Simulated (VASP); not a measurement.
Write the native input for VASP 6.6.1 that does the following.

| Item | Value |
| --- | --- |
| Task | single point |
| Functional | PBEsol |
| Potentials or basis | VASP PAW PBE potentials, release 64 (Ta_pv, N) |
| Cutoff | 520 eV |
| k mesh | 12 × 12 × 12 |
| Occupations | gaussian, width 0.1 eV |
| Spin | no spin polarisation |
| Dipole correction | no |
| Further INCAR settings | ALGO = Normal; EDIFF = 1e-06; NBANDS = 33 |

The structure of TaN lies in POSCAR:

```
TaN
1.0
    5.1554886010      0.0000000000      0.0000000000
   -2.5777443005      4.4647840973      0.0000000000
    0.0000000000      0.0000000000      2.9539172230
Ta N
3 3
Direct
    0.3333333345      0.6666666652      0.5000000000
    0.6666666652      0.3333333345      0.5000000000
   -0.0000000006     -0.0000000006      0.0000000000
    0.3941618694     -0.0000000008      0.0000000000
    0.6058381324      0.6058381324      0.0000000000
   -0.0000000008      0.3941618694      0.0000000000
```

This cell differs from its parent crystal: uniaxial strain along c: +2.0 %, then relaxed in part.

The input as run:

INCAR

```
ALGO = Normal
EDIFF = 1E-6
ENCUT = 520
GGA = PS
ISIF = 2
ISMEAR = 0
LASPH = True
LCHARG = True
LELF = True
LREAL = False
LVHAR = True
LWAVE = False
NBANDS = 33
NELM = 100
PREC = Accurate
SIGMA = 0.1
```

KPOINTS

```
k-points
0
Gamma
  12 12 12
```

Potentials or basis: VASP PAW PBE potentials, release 64 (Ta_pv, N).

Run with:

```sh
$ cat potpaw_PBE.64/Ta_pv/POTCAR potpaw_PBE.64/N/POTCAR > POTCAR
$ mpirun -np 1 vasp_std > vasp.out
```

Results of the run:

```yaml
Pressure: -3.0 GPa
Largest_force: 0.014 eV/Å
Band_gap_on_the_k_mesh: zero (bands 24 and 25 overlap by 2.93 eV)
```

Caveat: the cell differs from its parent crystal (uniaxial strain along c: +2.0 %, then relaxed in part); the stress differs along the axes, from -11 to 1 GPa; the PAW data sets were made with another functional, which shifts forces and pressure a little; spin-orbit coupling is left out, which moves the levels of the heavy elements.

Wall time 6.2 min on 1 thread of Intel Xeon 8259CL (shared host), peak memory 0.36 GiB.
